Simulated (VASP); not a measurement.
Here is a VASP 6.6.1 calculation.

Contents of INCAR:

```
SYSTEM = NaCl
PREC = Accurate
ENCUT = 500
EDIFF = 1E-7
ISMEAR = 0
SIGMA = 0.02
LREAL = .False.
LASPH = .True.
NELM = 120
ALGO = Normal
ISIF = 3
LWAVE = .False.
LCHARG = .False.
GGA = PE
IBRION = 2
NSW = 65
EDIFFG = -0.01
GGA_COMPAT = .False.
NELMIN = 4
```

Contents of KPOINTS:

```
regular mesh
0
Gamma
  9 9 6
  0 0 0
```

The input POSCAR:

```
NaCl
1.0
    4.0267341621      0.0000000000      0.0000000000
   -2.0133670810      3.4872540787      0.0000000000
    0.0000000000      0.0000000000      6.5756344870
Na Cl
2 2
Direct
    0.0000000000      0.0000000000      0.0000000000
    0.3333333333      0.6666666667      0.5000000000
    0.6666666667      0.3333333333      0.2500000000
    0.6666666667      0.3333333333      0.7500000000
```

Potentials or basis: VASP PAW PBE potentials, release 64 (Na_pv, Cl).

Command:

```console
$ cat potpaw_PBE.64/Na_pv/POTCAR potpaw_PBE.64/Cl/POTCAR > POTCAR
$ mpirun -np 1 vasp_std > vasp.out
```

Task: Estimate the space group after relaxing (to 0.1 Å).

Result: P6_3/mmc (No. 194).

Task: Predict the relaxed volume.

Result: 23.60 Å³/atom.

Task: Estimate the band gap on the k mesh.

Result: 4.39 eV (least direct gap 4.57 eV).

Final structure:
```yaml
crystal:
  lattice:
    - [3.92569, 0.00000, 0.00000]
    - [-1.96284, 3.39974, 0.00000]
    - [0.00000, 0.00000, 7.07310]
  atoms:
    - { symbol: Na, position: [0.00000, 0.00000, 0.00000] }
    - { symbol: Na, position: [0.33333, 0.66667, 0.50000] }
    - { symbol: Cl, position: [0.66667, 0.33333, 0.25000] }
    - { symbol: Cl, position: [0.66667, 0.33333, 0.75000] }
```

A k mesh can miss the band edges.
